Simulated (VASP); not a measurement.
# Ir (Fm-3m) in VASP: further runs

Runs on Ir. Level: PBEsol. Tasks: electric field gradients.

Everything below comes from runs of VASP 6.6.1. Logs are shortened: lines on timing, memory, paths and dates and some standing lists are left out, and cuts for length are marked.

**1. The cell of the first run**

The structure is cubic, space group Fm-3m (No. 225). The conventional cell has a = 3.839 Å, b = 3.839 Å, c = 3.839 Å, α = 90.00°, β = 90.00°, γ = 90.00°. Ir (site symmetry m-3m) has 12 Ir at 2.71 Å within 3.6 Å.

**2. Electric field gradients, PBEsol**

The input, INCAR:

```
ALGO = Normal
EDIFF = 1E-8
ENCUT = 520
GGA = PS
ISIF = 2
ISMEAR = -1
LASPH = T
LCHARG = F
LEFG = T
LREAL = F
LWAVE = F
NBANDS = 10
NELM = 60
PREC = Accurate
SIGMA = 0.05
```

The input, KPOINTS:

```
k-points
0
Gamma
  18 18 18
```

The input, POSCAR:

```
Ir
1.0
    0.0000000000      1.9197000000      1.9197000000
    1.9197000000      0.0000000000      1.9197000000
    1.9197000000      1.9197000000      0.0000000000
Ir
1
Direct
    0.0000000000      0.0000000000      0.0000000000
```

Potentials or basis: VASP PAW PBE potentials, release 64 (Ir).

On the command line:

```bash
$ cat potpaw_PBE.64/Ir/POTCAR > POTCAR
$ mpirun -np 1 vasp_std > vasp.out
```

OUTCAR:

```text
EDIFF = 1E-8
   ENCUT = 520
   GGA = PS
   ISIF = 2
   ISMEAR = -1
   LASPH = T
   LREAL = F
   NELM = 60
   PREC = Accurate

 ion  position               nearest neighbor table
   1  0.000  0.000  0.000-

  LATTYP: Found a face centered cubic cell.
 ALAT       =     3.8394000000

  Lattice vectors:

 A1 = (   0.0000000000,   1.9197000000,   1.9197000000)
 A2 = (   1.9197000000,   0.0000000000,   1.9197000000)
 A3 = (   1.9197000000,   1.9197000000,   0.0000000000)

Analysis of symmetry for initial positions (statically):
=====================================================================
 Subroutine PRICEL returns:
 Original cell was already a primitive cell.

 Routine SETGRP: Setting up the symmetry group for a
 face centered cubic supercell.

 Subroutine GETGRP returns: Found 48 space group operations
 (whereof 48 operations were pure point group operations)
 out of a pool of 48 trial point group operations.

The static configuration has the point symmetry O_h .

Analysis of symmetry for dynamics (positions and initial velocities):
=====================================================================
 Subroutine PRICEL returns:
 Original cell was already a primitive cell.

 Routine SETGRP: Setting up the symmetry group for a
 face centered cubic supercell.

 Subroutine GETGRP returns: Found 48 space group operations
 (whereof 48 operations were pure point group operations)
 out of a pool of 48 trial point group operations.

The dynamic configuration has the point symmetry O_h .

 Subroutine INISYM returns: Found 48 space group operations
 (whereof 48 operations are pure point group operations),
 and found     1 'primitive' translations

----------------------------------------------------------------------------------------

                                     Primitive cell

  volume of cell :      14.1491

  direct lattice vectors                    reciprocal lattice vectors
     0.000000000  1.919700000  1.919700000    -0.260457363  0.260457363  0.260457363
     1.919700000  0.000000000  1.919700000     0.260457363 -0.260457363  0.260457363
     1.919700000  1.919700000  0.000000000     0.260457363  0.260457363 -0.260457363

  length of vectors
[... 114 lines left out ...]
 maximum number of plane-waves:       392
   NGX =  9   NGY =  9   NGZ =  9

 number of electron       9.0000000 magnetization

 Free energy of the ion-electron system (eV)
  ---------------------------------------------------
  ext. energy  EPLUGINS =         0.00000000
  ---------------------------------------------------
  free energy    TOTEN  =        -9.82467138 eV

  energy without entropy =       -9.81649473  energy(sigma->0) =       -9.82058305

 E-fermi :  10.2759     XC(G=0): -14.1007

 val. band max:       10.2733833721   @ k =   0.5000   0.2222   0.1111
 cond. band min:      10.2890584054   @ k =   0.3333   0.1111   0.0556
 fundamental gap:      0.0156750333
 Fermi energy:        10.2759265581

 k-point     1 :       0.0000    0.0000    0.0000
  band No.  band energies     occupation
      1      -0.9457      2.00000
      2       6.3412      2.00000
      3       6.3412      2.00000
      4       6.3412      2.00000
      5       9.0565      2.00000
      6       9.0565      2.00000
      7      24.5625      0.00000
      8      30.1353      0.00000
      9      30.1353      0.00000
     10      30.1353      0.00000
[... 287 lines left out ...]
 k-point    24 :      -0.2222    0.0556    0.0000
  band No.  band energies     occupation
      1       1.2745      2.00000
      2       5.6673      2.00000
      3       6.8017      2.00000
      4       6.8947      2.00000
      5       8.7607      2.00000
      6       9.6236      2.00000
      7      24.3734      0.00000
      8      27.1965      0.00000
      9      32.2755      0.00000
     10      33.4997      0.00000

 [... further k-points ...]
[... 5 lines left out ...]
  --------------------------------------------------------------------------------------
  -------------------------------------------------------------------------------------
  Total       -0.1541222     -0.1541222     -0.1541222      0.0000000      0.0000000     -0.0000000
  in kB      -17.4520213    -17.4520213    -17.4520213      0.0000000      0.0000000     -0.0000000
  external PRESSURE =     -17.4520213 kB  Pullay stress =       0.0000000 kB

 VOLUME and BASIS-vectors are now :
 -----------------------------------------------------------------------------
  energy-cutoff  :      520.00
  volume of cell :       14.15
      direct lattice vectors                 reciprocal lattice vectors
     0.000000000  1.919700000  1.919700000    -0.260457363  0.260457363  0.260457363
     1.919700000  0.000000000  1.919700000     0.260457363 -0.260457363  0.260457363
     1.919700000  1.919700000  0.000000000     0.260457363  0.260457363 -0.260457363

 POSITION                                       TOTAL-FORCE (eV/Angst)
 -----------------------------------------------------------------------------------
      0.00000      0.00000      0.00000         0.000000     -0.000000      0.000000
 -----------------------------------------------------------------------------------
    total drift:                                0.000000      0.000000     -0.000000

  FREE ENERGIE OF THE ION-ELECTRON SYSTEM (eV)
  ---------------------------------------------------
  free  energy   TOTEN  =        -9.8246713758 eV

  energy  without entropy=       -9.8164947340  energy(sigma->0) =       -9.82058305

 Electric field gradients (V/A^2)
---------------------------------------------------------------------
 ion       V_xx      V_yy      V_zz      V_xy      V_xz      V_yz
---------------------------------------------------------------------
   1      -0.000     0.000    -0.000     0.000     0.000     0.000
---------------------------------------------------------------------

 Electric field gradients after diagonalization (V/A^2)
 (convention: |V_zz| > |V_xx| > |V_yy|)
----------------------------------------------------------------------
 ion       V_xx      V_yy      V_zz     asymmetry (V_yy - V_xx)/ V_zz
----------------------------------------------------------------------
   1      -0.000    -0.000     0.000       0.000
----------------------------------------------------------------------

           NMR quadrupolar parameters

 Cq : quadrupolar parameter    Cq=e*Q*V_zz/h
 eta: asymmetry parameters     (V_yy - V_xx)/ V_zz
 Q  : nuclear electric quadrupole moment in mb (millibarn)
----------------------------------------------------------------------
 ion       Cq(MHz)       eta       Q (mb)
----------------------------------------------------------------------
   1       0.000       0.000       1.000
----------------------------------------------------------------------
```

OSZICAR:

```text
N       E                     dE             d eps       ncg     rms          rms(c)
DAV:   1     0.459104013354E+02    0.45910E+02   -0.43566E+03  3956   0.820E+02
DAV:   2    -0.958045668545E+01   -0.55491E+02   -0.52390E+02  3960   0.194E+02
DAV:   3    -0.104503969780E+02   -0.86994E+00   -0.86645E+00  4638   0.296E+01
DAV:   4    -0.104584568966E+02   -0.80599E-02   -0.80583E-02  4420   0.263E+00
DAV:   5    -0.104586152086E+02   -0.15831E-03   -0.15831E-03  4530   0.347E-01    0.158E+01
DAV:   6    -0.992601576126E+01    0.53260E+00   -0.94909E-01  4384   0.118E+01    0.620E+00
DAV:   7    -0.983178094546E+01    0.94235E-01   -0.27858E-01  4642   0.582E+00    0.147E+00
DAV:   8    -0.982914446027E+01    0.26365E-02   -0.19653E-03  4192   0.448E-01    0.114E+00
DAV:   9    -0.982467539909E+01    0.44691E-02   -0.22589E-03  4292   0.684E-01    0.268E-02
DAV:  10    -0.982466959444E+01    0.58046E-05   -0.12609E-05  5590   0.360E-02    0.149E-02
DAV:  11    -0.982467134060E+01   -0.17462E-05   -0.10722E-06  4266   0.650E-03    0.145E-03
DAV:  12    -0.982467136801E+01   -0.27411E-07   -0.22249E-08  5072   0.153E-03    0.101E-03
DAV:  13    -0.982467137581E+01   -0.78015E-08   -0.13297E-09  2278   0.328E-04
   1 F= -.98246714E+01 E0= -.98205831E+01  d E =-.817664E-02
```

Wall time 15 s (1 thread of Intel Xeon 6975P-C, shared host); peak memory 0.15 GiB.

Results:

```
Free energy : -9.8247 eV
Pressure    : -1.7 GPa
```

Caveat: without QUAD_EFG the Cq values of the log hold for a quadrupole moment of 1 mb, not for the nuclei; the PAW data sets were made with another functional, which shifts forces and pressure a little; spin-orbit coupling is left out, which moves the levels of the heavy elements.

**3. Electric field gradients, PBEsol (volume scaled by 1.01)**

Edit INCAR of step 2 so:

```diff
@@ -12,3 +12,3 @@
 NBANDS = 10
-NELM = 60
+NELM = 80
 PREC = Accurate
```

KPOINTS is that of step 2.

The input, POSCAR:

```
Ir
1.0
    0.0000000000      1.9260777877      1.9260777877
    1.9260777877      0.0000000000      1.9260777877
    1.9260777877      1.9260777877      0.0000000000
Ir
1
Direct
    0.0000000000      0.0000000000      0.0000000000
```

Potentials or basis: VASP PAW PBE potentials, release 64 (Ir).

On the command line:

```bash
$ cat potpaw_PBE.64/Ir/POTCAR > POTCAR
$ mpirun -np 1 vasp_std > vasp.out
```

OUTCAR:

```text
EDIFF = 1E-8
   ENCUT = 520
   GGA = PS
   ISIF = 2
   ISMEAR = -1
   LASPH = T
   LREAL = F
   NELM = 80
   PREC = Accurate

 ion  position               nearest neighbor table
   1  0.000  0.000  0.000-

  LATTYP: Found a face centered cubic cell.
 ALAT       =     3.8521555754

  Lattice vectors:

 A1 = (   0.0000000000,   1.9260777877,   1.9260777877)
 A2 = (   1.9260777877,   0.0000000000,   1.9260777877)
 A3 = (   1.9260777877,   1.9260777877,   0.0000000000)

Analysis of symmetry for initial positions (statically):
=====================================================================
 Subroutine PRICEL returns:
 Original cell was already a primitive cell.

 Routine SETGRP: Setting up the symmetry group for a
 face centered cubic supercell.

 Subroutine GETGRP returns: Found 48 space group operations
[... 491 lines left out ...]
  external PRESSURE =     -54.3390733 kB  Pullay stress =       0.0000000 kB

 VOLUME and BASIS-vectors are now :
 -----------------------------------------------------------------------------
  energy-cutoff  :      520.00
  volume of cell :       14.29
      direct lattice vectors                 reciprocal lattice vectors
     0.000000000  1.926077788  1.926077788    -0.259594915  0.259594915  0.259594915
     1.926077788  0.000000000  1.926077788     0.259594915 -0.259594915  0.259594915
     1.926077788  1.926077788  0.000000000     0.259594915  0.259594915 -0.259594915

 POSITION                                       TOTAL-FORCE (eV/Angst)
 -----------------------------------------------------------------------------------
      0.00000      0.00000      0.00000        -0.000000      0.000000     -0.000000
 -----------------------------------------------------------------------------------
    total drift:                                0.000000      0.000000      0.000000

  FREE ENERGIE OF THE ION-ELECTRON SYSTEM (eV)
  ---------------------------------------------------
  free  energy   TOTEN  =        -9.8215468482 eV

  energy  without entropy=       -9.8132307096  energy(sigma->0) =       -9.81738878

 Electric field gradients (V/A^2)
---------------------------------------------------------------------
 ion       V_xx      V_yy      V_zz      V_xy      V_xz      V_yz
---------------------------------------------------------------------
   1      -0.000     0.000     0.000     0.000     0.000     0.000
---------------------------------------------------------------------

 Electric field gradients after diagonalization (V/A^2)
 (convention: |V_zz| > |V_xx| > |V_yy|)
----------------------------------------------------------------------
 ion       V_xx      V_yy      V_zz     asymmetry (V_yy - V_xx)/ V_zz
----------------------------------------------------------------------
   1      -0.000    -0.000     0.000       0.000
----------------------------------------------------------------------

           NMR quadrupolar parameters

 Cq : quadrupolar parameter    Cq=e*Q*V_zz/h
 eta: asymmetry parameters     (V_yy - V_xx)/ V_zz
 Q  : nuclear electric quadrupole moment in mb (millibarn)
----------------------------------------------------------------------
 ion       Cq(MHz)       eta       Q (mb)
----------------------------------------------------------------------
   1       0.000       0.000       1.000
----------------------------------------------------------------------
```

stdout:

```text
POSCAR found type information on POSCAR Ir
 POSCAR found :  1 types and       1 ions
 scaLAPACK will be used
 -----------------------------------------------------------------------------
|                                                                             |
|                                                                             |
|     You enforced a specific xc type in the INCAR file but a different       |
|     I HOPE YOU KNOW WHAT YOU ARE DOING!                                     |
|                                                                             |
 -----------------------------------------------------------------------------

 LDA part: xc-table for (Slater+PW92), standard interpolation
 POSCAR, INCAR and KPOINTS ok, starting setup
 FFT: planning ... GRIDC
 FFT: planning ... GRID_SOFT
 FFT: planning ... GRID
 WAVECAR not read
 entering main loop
ion   1
```

It took 18 s on 1 thread of Intel Xeon 6975P-C, shared host; peak memory 0.15 GiB.

Results:

```yaml
Free_energy: -9.8215 eV
Pressure: -5.4 GPa
```

Caveat: without QUAD_EFG the Cq values of the log hold for a quadrupole moment of 1 mb, not for the nuclei; the PAW data sets were made with another functional, which shifts forces and pressure a little; spin-orbit coupling is left out, which moves the levels of the heavy elements.

(Part 1 of 2 ends here.)
